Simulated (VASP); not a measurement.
Input of a VASP 6.6.1 run:

The input INCAR:

```
PREC     = Accurate       # precision mode
ENCUT    = 520            # plane-wave cutoff, eV
EDIFF    = 1E-7           # SCF threshold, eV
ISMEAR   = 0              # smearing method
SIGMA    = 0.05           # smearing width, eV
LREAL    = F              # projectors in reciprocal space
LASPH    = T              # aspherical terms in the spheres
NELM     = 60             # most SCF steps
ALGO     = Normal         # electronic algorithm
ISIF     = 2              # what is computed and relaxed
LWAVE    = F              # write WAVECAR
LCHARG   = T              # write CHGCAR
GGA      = PE             # functional
LELF     = T              # ELF
LVHAR    = T            
NBANDS   = 16             # bands
```

Contents of KPOINTS:

```
Automatic mesh
0
Gamma
  10 10 10
```

The input POSCAR:

```
GaN
1.0
    0.0210702307      2.2535006075      2.2535006075
    2.2535006075      0.0210702307      2.2535006075
    2.2745708382      2.2745708382      0.0000000000
Ga N
1 1
Direct
    0.0000000000      0.0000000000      0.0000000000
    0.7500000000      0.7500000000      0.7500000000
```

Potentials or basis: VASP PAW PBE potentials, release 64 (Ga_d, N).

Launch:

```bash
$ cat potpaw_PBE.64/Ga_d/POTCAR potpaw_PBE.64/N/POTCAR > POTCAR
$ mpirun -np 1 vasp_std > vasp.out
```

Question: Estimate the pressure.

Answer: 5.2 GPa.

Question: Predict the band gap on the k mesh.

Answer: 1.68 eV, direct.

Question: Estimate the largest force.

Answer: 0.159 eV/Å.

Stress tensor (GPa, compression positive):
```
 5.17 -3.59  0.00
-3.59  5.17  0.00
 0.00  0.00  5.13
```

Caveat: the cell differs from its parent crystal (strain +0.0187 x Voigt [0, 0, 0, 0, 0, 1]).
